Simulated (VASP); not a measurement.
# SrTiO3: single point with PBEsol

The system is SrTiO3.

```
Sr Ti O
1.0
     3.81169    0.00000    0.00000
     0.00000    3.81169    0.00000
     0.00000    0.00000    3.81169
Sr Ti O
1 1 3
Direct
  0.50000 0.50000 0.50000
  0.00000 0.00000 0.00000
  0.50000 0.00000 0.00000
  0.00000 0.50000 0.00000
  0.00000 0.00000 0.50000
```

| Property | Result |
| --- | --- |
| Program | VASP 6.6.1 |
| Task | single point |
| Functional | PBEsol |
| Potentials or basis | VASP PAW PBE potentials, release 64 (Sr_sv, Ti_sv, O) |
| Cutoff | 600 eV |
| k mesh | 8 × 8 × 8 |
| Occupations | gaussian, width 0.02 eV |
| Spin | no spin polarisation |
| Dipole correction | no |
| Further INCAR settings | ALGO = Normal; EDIFF = 1e-06; NBANDS = 28 |

```
Pressure               : 13.8 GPa
Band gap on the k mesh : 1.92 eV (least direct gap 2.23 eV)
```

Levels at points of the mesh, in eV from the valence-band top:
| k point | band 18 | band 19 | band 20 | band 21 | band 22 | band 23 |
| --- | --- | --- | --- | --- | --- | --- |
| (0.00, 0.00, 0.00) | -0.31 | -0.31 | -0.31 | 1.92 | 1.92 | 1.92 |
| (0.50, 0.00, 0.00) | -2.27 | -0.72 | -0.72 | 2.14 | 4.16 | 4.16 |
| (0.50, 0.50, 0.00) | -1.66 | -1.66 | -0.11 | 4.18 | 4.18 | 4.65 |
| (0.50, 0.50, 0.50) | 0.00 | 0.00 | 0.00 | 4.94 | 4.94 | 4.94 |

It took 31 s on 1 thread of Intel(R) Xeon(R) 6975P-C (Granite Rapids), on a shared host, peak memory 0.21 GiB.

Caveat: the cell stands under pressure; the PAW data sets were made with another functional, which shifts forces and pressure a little. A k mesh can miss the band edges.
